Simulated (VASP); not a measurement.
Here is a VASP 6.6.1 calculation.

File INCAR:

```
SYSTEM = SiC
PREC = Accurate
ENCUT = 520
EDIFF = 1E-7
ISMEAR = 0
SIGMA = 0.05
LREAL = .False.
LASPH = .True.
NELM = 60
ALGO = Normal
ISIF = 2
LWAVE = .False.
LCHARG = .False.
GGA = PS
NBANDS = 11
```

File KPOINTS:

```
regular mesh
0
Gamma
  10 10 10
  0 0 0
```

File POSCAR:

```
SiC
1.0
    0.0000000000      2.1805638148      2.1805638148
    2.1805638148      0.0000000000      2.1805638148
    2.1805638148      2.1805638148      0.0000000000
Si C
1 1
Direct
    0.0000000000      0.0000000000      0.0000000000
    0.7500000000      0.7500000000      0.7500000000
```

Potentials or basis: VASP PAW PBE potentials, release 64 (Si, C).

Launch:

```bash
$ cat potpaw_PBE.64/Si/POTCAR potpaw_PBE.64/C/POTCAR > POTCAR
$ mpirun -np 1 vasp_std > vasp.out
```

Problem. What does it give for the pressure?

Solution. -0.3 GPa.

Problem. Predict the band gap on the k mesh.

Solution. 1.24 eV, indirect (least direct gap 4.44 eV).

Caveat: the PAW data sets were made with another functional, which shifts forces and pressure a little.

**Measured values to compare with.**

From “Insight into the structural, elastic and electronic properties of a new orthorhombic 6O-SiC polytype”, 2020, pmc:7200658, for a bulk crystal of SiC: band gap 2.4 eV (indirect).

Measured gap of SiC: 2.4 eV (indirect; quoted in “Insight into the structural, elastic and electronic properties of a new orthorhombic 6O-SiC polytype”, 2020, pmc:7200658). This calculation gives 1.24 eV (-1.16 eV). The value is that of PBEsol on a finite k mesh, which can miss the band edges, without temperature or zero-point motion. Semilocal functionals fall short of measured gaps as a rule.
